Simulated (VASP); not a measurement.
# GaN (P6_3/mmc) in VASP: a series of runs

Runs on GaN. Level: PBE. Tasks: single point.

Everything below comes from runs of VASP 6.6.1. Logs are shortened: lines on timing, memory, paths and dates and some standing lists are left out, and cuts for length are marked.

## (1) The cell of the first run

Symmetry: P6_3/mmc, No. 194, hexagonal system. The conventional cell has a = 2.967 Å, b = 2.967 Å, c = 5.033 Å, α = 90.00°, β = 90.00°, γ = 120.00°. Ga (site symmetry -3m) has 6 N at 2.13 Å and 2 Ga at 2.52 Å within 2.8 Å. Within 2.8 Å of N (site symmetry -6m2) lie 6 Ga at 2.13 Å.

## (2) Single point, PBE

Input file INCAR:

```
ALGO = Normal
EDIFF = 1E-7
ENCUT = 520
GGA = PE
ISIF = 2
ISMEAR = 0
LASPH = T
LCHARG = F
LREAL = F
LWAVE = F
NBANDS = 26
NELM = 100
PREC = Accurate
SIGMA = 0.01
```

Input file KPOINTS:

```
k-points
0
Gamma
  6 6 4
```

Input file POSCAR:

```
GaN
1.0
    2.9672035363      0.0000000000      0.0000000000
   -1.4836017681      2.5696736406      0.0000000000
    0.0000000000      0.0000000000      5.0329255193
Ga N
2 2
Direct
    0.0000000000      0.0000000000      0.0000000000
    0.0000000000      0.0000000000      0.5000000000
    0.3333333333      0.6666666667      0.2500000000
    0.6666666667      0.3333333333      0.7500000000
```

Potentials or basis: VASP PAW PBE potentials, release 64 (Ga_d, N).

Command:

```sh
cat potpaw_PBE.64/Ga_d/POTCAR potpaw_PBE.64/N/POTCAR > POTCAR
mpirun -np 1 vasp_std > vasp.out
```

OUTCAR:

```text
EDIFF = 1E-7
   ENCUT = 520
   GGA = PE
   ISIF = 2
   ISMEAR = 0
   LASPH = T
   LREAL = F
   NELM = 100
   PREC = Accurate

 ion  position               nearest neighbor table
   1  0.000  0.000  0.000-   3 2.13   4 2.13   3 2.13   4 2.13   4 2.13   3 2.13   2 2.52   2 2.52

   2  0.000  0.000  0.500-   3 2.13   4 2.13   3 2.13   4 2.13   4 2.13   3 2.13   1 2.52   1 2.52

   3  0.333  0.667  0.250-   1 2.13   2 2.13   1 2.13   2 2.13   1 2.13   2 2.13
   4  0.667  0.333  0.750-   1 2.13   2 2.13   1 2.13   2 2.13   1 2.13   2 2.13

  LATTYP: Found a hexagonal cell.
 ALAT       =     2.9672035363
 C/A-ratio  =     1.6961847941

  Lattice vectors:

 A1 = (   2.9672035363,   0.0000000000,   0.0000000000)
 A2 = (  -1.4836017681,   2.5696736406,   0.0000000000)
 A3 = (   0.0000000000,   0.0000000000,   5.0329255193)

Analysis of symmetry for initial positions (statically):
=====================================================================
 Subroutine PRICEL returns:
 Original cell was already a primitive cell.

 Routine SETGRP: Setting up the symmetry group for a
 hexagonal supercell.

 Subroutine GETGRP returns: Found 24 space group operations
 (whereof 12 operations were pure point group operations)
 out of a pool of 24 trial point group operations.

The static configuration has the point symmetry D_3d.
 The point group associated with its full space group is D_6h.

Analysis of symmetry for dynamics (positions and initial velocities):
=====================================================================
 Subroutine PRICEL returns:
 Original cell was already a primitive cell.

 Routine SETGRP: Setting up the symmetry group for a
 hexagonal supercell.

 Subroutine GETGRP returns: Found 24 space group operations
 (whereof 12 operations were pure point group operations)
 out of a pool of 24 trial point group operations.

The dynamic configuration has the point symmetry D_3d.
 The point group associated with its full space group is D_6h.

 Subroutine INISYM returns: Found 24 space group operations
 (whereof 12 operations are pure point group operations),
 and found     1 'primitive' translations

----------------------------------------------------------------------------------------

                                     Primitive cell

  volume of cell :      38.3748

  direct lattice vectors                    reciprocal lattice vectors
     2.967203536  0.000000000  0.000000000     0.337017663  0.194577238  0.000000000
    -1.483601768  2.569673641  0.000000000     0.000000000  0.389154476  0.000000000
     0.000000000  0.000000000  5.032925519     0.000000000  0.000000000  0.198691595

  length of vectors
     2.967203536  2.967203536  5.032925519     0.389154476  0.389154476  0.198691595

  position of ions in fractional coordinates (direct lattice)
     0.000000000  0.000000000  0.000000000
     0.000000000  0.000000000  0.500000000
     0.333333333  0.666666667  0.250000000
     0.666666667  0.333333333  0.750000000

  ion indices of the primitive-cell ions
   primitive index   ion index
                 1           1
                 2           2
                 3           3
                 4           4

----------------------------------------------------------------------------------------

 KPOINTS: k-points

Automatic generation of k-mesh.
 Grid dimensions read from file:
 generate k-points for:    6    6    4

 Generating k-lattice:

  Cartesian coordinates                     Fractional coordinates (reciprocal lattice)
     0.056169610  0.032429540  0.000000000     0.166666667 -0.000000000  0.000000000
     0.000000000  0.064859079  0.000000000     0.000000000  0.166666667  0.000000000
     0.000000000  0.000000000  0.049672899     0.000000000  0.000000000  0.250000000

  Length of vectors
     0.064859079  0.064859079  0.049672899

  Shift w.r.t. Gamma in fractional coordinates (k-lattice)
     0.000000000  0.000000000  0.000000000

 Subroutine IBZKPT returns following result:
 ===========================================

 Found     21 irreducible k-points:

 Following reciprocal coordinates:
            Coordinates               Weight
  0.000000  0.000000  0.000000      1.000000
  0.166667  0.000000  0.000000      6.000000
  0.333333 -0.000000  0.000000      6.000000
  0.500000  0.000000  0.000000      3.000000
  0.166667  0.166667  0.000000      6.000000
  0.333333  0.166667  0.000000     12.000000
[... 13 lines left out ...]
  0.333333  0.166667  0.500000     12.000000
  0.333333  0.333333  0.500000      2.000000
   k-points           NKPTS =     21   k-points in BZ     NKDIM =     21   number of bands    NBANDS=     26
   number of dos      NEDOS =    301   number of ions     NIONS =      4
   total plane-waves  NPLWV =  23040
   dimension x,y,z NGX =    24 NGY =   24 NGZ =   40
   dimension x,y,z NGXF=    48 NGYF=   48 NGZF=   80
   ions per type =               2   2
   NGX,Y,Z   is equivalent  to a cutoff of  13.45, 13.45, 13.21 a.u.
   NGXF,Y,Z  is equivalent  to a cutoff of  26.89, 26.89, 26.43 a.u.
 SYSTEM =  unknown system
   PREC   = accura    normal or accurate (medium, high low for compatibility)
   ISTART =      0    job   : 0-new  1-cont  2-samecut
   ICHARG =      2    charge: 1-file 2-atom 10-const
   ISPIN  =      1    spin polarized calculation?
   LNONCOLLINEAR =      F non collinear calculations
   LSORBIT =      F    spin-orbit coupling
   LASPH  =      T    aspherical Exc in radial PAW
   ENCUT  =  520.0 eV  38.22 Ry    6.18 a.u.   5.52  5.52  9.36*2*pi/ulx,y,z
   NELM   =    100;   NELMIN=  2; NELMDL= -5     # of ELM steps
   EDIFF  = 0.1E-06   stopping-criterion for ELM
   LREAL  =      F    real-space projection
   EDIFFG = 0.1E-05   stopping-criterion for IOM
   NSW    =      0    number of steps for IOM
   IBRION =     -1    ionic relax: 0-MD 1-quasi-New 2-CG
   NFREE  =      0    steps in history (QN), initial steepest desc. (CG)
   ISIF   =      2    stress and relaxation
   ISYM   =      2    0-nonsym 1-usesym 2-fastsym
   POTIM  = 0.5000    time-step for ionic-motion
   TEBEG  =    0.0;   TEEND  =   0.0 temperature during run
   PSTRESS=    0.0 pullay stress
   NELECT =      36.0000    total number of electrons
   NUPDOWN=      -1.0000    fix difference up-down
   EMIN   =  10.00;   EMAX   =-10.00  energy-range for DOS
   EFERMI =   0.00;   METHOD = LEGACY
   ISMEAR =     0;   SIGMA  =   0.01  broadening in eV -4-tet -1-fermi 0-gaus
   EFERMI_NEDOS =   21; number of points for ismear=-14 and -15
   IALGO  =     38    algorithm
   IMIX   =      4    mixing-type and parameters
     AMIX     =   0.40;   BMIX     =  1.00
     AMIX_MAG =   1.60;   BMIX_MAG =  1.00
  volume/ion in A,a.u.               =       9.59        64.74
  Fermi-wavevector in a.u.,A,eV,Ry     =   1.602607  3.028488 34.944516  2.568349
  Thomas-Fermi vector in A             =   2.699401
   LORBIT       =      0    0 simple, 1 ext, 2 COOP (PROOUT), +10 PAW based schemes
   GGA     = PE    functional components
   LHFCALC =     F    Hartree Fock is set to
   AEXX    =    0.0000 exact exchange contribution
   IVDW    =     0    specifies the selected vdW correction
   LEPSILON=     F    determine dielectric tensor
   LRPA    =     F    only Hartree local field effects (RPA)
 non-spin polarized calculation
 Gauss-broadening in eV      SIGMA  =   0.01
  energy-cutoff  :      520.00
  volume of cell :       38.37
 maximum number of plane-waves:      1051
 NGX is ok and might be reduce to    24
   NGX = 11   NGY = 11   NGZ = 19

 number of electron      36.0000036 magnetization

 Free energy of the ion-electron system (eV)
  ---------------------------------------------------
  ext. energy  EPLUGINS =         0.00000000
  ---------------------------------------------------
  free energy    TOTEN  =       -21.84047827 eV

  energy without entropy =      -21.84047827  energy(sigma->0) =      -21.84047827

 E-fermi :   7.9129     XC(G=0): -12.9480

 val. band max:        7.7950280572   @ k =   0.1667   0.0000   0.0000
 cond. band min:       9.1117732941   @ k =   0.3333   0.3333   0.0000
 fundamental gap:      1.3167452369
 Fermi energy:         7.9128712043

 k-point     1 :       0.0000    0.0000    0.0000
  band No.  band energies     occupation
      1      -9.5195      2.00000
      2      -6.8376      2.00000
      3      -6.6113      2.00000
      4      -6.5864      2.00000
      5      -6.5864      2.00000
      6      -6.4169      2.00000
[... 18 lines left out ...]
     25      21.4203      0.00000
     26      21.4204      0.00000

 k-point     2 :       0.1667    0.0000    0.0000
  band No.  band energies     occupation
      1      -9.0514      2.00000
      2      -7.3732      2.00000
      3      -6.8096      2.00000
      4      -6.5731      2.00000
      5      -6.4634      2.00000
      6      -6.4261      2.00000
[... 18 lines left out ...]
     25      19.4591      0.00000
     26      19.5570      0.00000

 k-point     3 :       0.3333   -0.0000    0.0000
  band No.  band energies     occupation
      1      -8.1196      2.00000
      2      -7.4752      2.00000
      3      -6.7500      2.00000
      4      -6.5985      2.00000
      5      -6.5353      2.00000
      6      -6.5090      2.00000
[... 18 lines left out ...]
     25      18.2961      0.00000
     26      21.2025      0.00000

 k-point     4 :       0.5000    0.0000    0.0000
  band No.  band energies     occupation
      1      -8.1056      2.00000
      2      -6.8438      2.00000
      3      -6.6299      2.00000
      4      -6.6204      2.00000
      5      -6.5918      2.00000
      6      -6.3686      2.00000
[... 18 lines left out ...]
     25      18.3055      0.00000
     26      21.9779      0.00000
[... 409 lines left out ...]
      1      -7.8214      2.00000
      2      -7.8214      2.00000
      3      -6.4834      2.00000
      4      -6.4834      2.00000
      5      -6.4419      2.00000
      6      -6.4419      2.00000
[... 18 lines left out ...]
     25      19.3510      0.00000
     26      19.3510      0.00000

 k-point    20 :       0.3333    0.1667    0.5000
  band No.  band energies     occupation
      1      -7.6370      2.00000
      2      -7.6370      2.00000
      3      -6.4895      2.00000
      4      -6.4895      2.00000
      5      -6.4532      2.00000
      6      -6.4532      2.00000
[... 18 lines left out ...]
     25      19.3510      0.00000
     26      19.3510      0.00000

 k-point    21 :       0.3333    0.3333    0.5000
  band No.  band energies     occupation
      1      -7.5781      2.00000
      2      -7.5781      2.00000
      3      -6.5380      2.00000
      4      -6.5380      2.00000
      5      -6.3940      2.00000
      6      -6.3940      2.00000
[... 18 lines left out ...]
     25      19.0541      0.00000
     26      19.0541      0.00000

------------------------ aborting loop because EDIFF is reached ----------------------------------------

  FORCE on cell =-STRESS in cart. coord.  units (eV):
  Direction    XX          YY          ZZ          XY          YZ          ZX
  --------------------------------------------------------------------------------------
  -------------------------------------------------------------------------------------
  Total        2.0336680      2.0336680      2.3363296      0.0000000      0.0000000      0.0000000
  in kB       84.9072614     84.9072614     97.5436213      0.0000000      0.0000000      0.0000000
  external PRESSURE =      89.1193814 kB  Pullay stress =       0.0000000 kB

 VOLUME and BASIS-vectors are now :
 -----------------------------------------------------------------------------
  energy-cutoff  :      520.00
  volume of cell :       38.37
      direct lattice vectors                 reciprocal lattice vectors
     2.967203536  0.000000000  0.000000000     0.337017663  0.194577238  0.000000000
    -1.483601768  2.569673641  0.000000000     0.000000000  0.389154476  0.000000000
     0.000000000  0.000000000  5.032925519     0.000000000  0.000000000  0.198691595

 POSITION                                       TOTAL-FORCE (eV/Angst)
 -----------------------------------------------------------------------------------
      0.00000      0.00000      0.00000        -0.000000      0.000000      0.000000
      0.00000      0.00000      2.51646        -0.000000      0.000000      0.000000
     -0.00000      1.71312      1.25823        -0.000000      0.000000      0.000000
      1.48360      0.85656      3.77469         0.000000      0.000000     -0.000000
 -----------------------------------------------------------------------------------
    total drift:                               -0.000000      0.000000      0.000000

  FREE ENERGIE OF THE ION-ELECTRON SYSTEM (eV)
  ---------------------------------------------------
  free  energy   TOTEN  =       -21.8404782701 eV

  energy  without entropy=      -21.8404782701  energy(sigma->0) =      -21.84047827
```

Wall time 54 s (1 thread of AMD EPYC 7R13, shared host); peak memory 0.13 GiB.

What came out:

```yaml
Free_energy: -21.8405 eV
Pressure: 8.9 GPa
Band_gap_on_the_k_mesh: 1.32 eV, indirect (least direct gap 1.77 eV)
```

Levels at points of the mesh, in eV from the valence-band top:
| k point | band 14 | band 15 | band 16 | band 17 | band 18 | band 19 | band 20 | band 21 | band 22 | band 23 |
| --- | --- | --- | --- | --- | --- | --- | --- | --- | --- | --- |
| (0.00, 0.00, 0.00) | -0.93 | -0.56 | -0.56 | -0.11 | -0.11 | 1.66 | 4.61 | 9.25 | 10.43 | 10.43 |
| (0.50, 0.00, 0.00) | -6.16 | -5.04 | -2.88 | -2.83 | -0.25 | 3.65 | 5.00 | 5.20 | 8.92 | 9.36 |
| (0.00, 0.00, 0.50) | -5.20 | -0.31 | -0.31 | -0.31 | -0.31 | 4.36 | 4.36 | 9.27 | 9.27 | 11.06 |
| (0.50, 0.00, 0.50) | -7.82 | -2.21 | -2.21 | -1.74 | -1.74 | 3.01 | 3.01 | 8.04 | 8.04 | 10.20 |

## (3) Single point, PBE

Input file INCAR:

```
SYSTEM = GaN
  PREC = Accurate
  ENCUT = 520
  EDIFF = 1E-6
  ISMEAR = 0
  SIGMA = 0.01
  LREAL = .False.
  LASPH = .True.
  NELM = 100
  ALGO = Normal
  ISIF = 2
  LWAVE = .False.
  LCHARG = .False.
  GGA = PE
  NBANDS = 26
```

Input file KPOINTS:

```
regular mesh
0
Gamma
  6 6 4
  0 0 0
```

POSCAR is that of step 2.

Potentials or basis: VASP PAW PBE potentials, release 64 (Ga_d, N).

Command:

```sh
cat potpaw_PBE.64/Ga_d/POTCAR potpaw_PBE.64/N/POTCAR > POTCAR
mpirun -np 1 vasp_std > vasp.out
```

Wall time 54 s (1 thread of AMD EPYC 7R13, shared host); peak memory 0.13 GiB.

Results (log left out):

| Quantity | Value |
| --- | --- |
| Free energy | -21.8405 eV |
| Pressure | 8.9 GPa |
| Band gap on the k mesh | 1.32 eV, indirect (least direct gap 1.77 eV) |

Stress tensor (GPa, compression positive):
```
8.48 0.00 0.00
0.00 8.48 0.00
0.00 0.00 9.74
```

Levels at points of the mesh, in eV from the valence-band top:
```tsv
k point	band 16	band 17	band 18	band 19	band 20	band 21
(0.00, 0.00, 0.00)	-0.56	-0.11	-0.11	1.66	4.61	9.25
(0.50, 0.00, 0.00)	-2.88	-2.83	-0.25	3.65	5.00	5.20
(0.00, 0.00, 0.50)	-0.31	-0.31	-0.31	4.36	4.36	9.27
(0.50, 0.00, 0.50)	-2.21	-1.74	-1.74	3.01	3.01	8.04
```
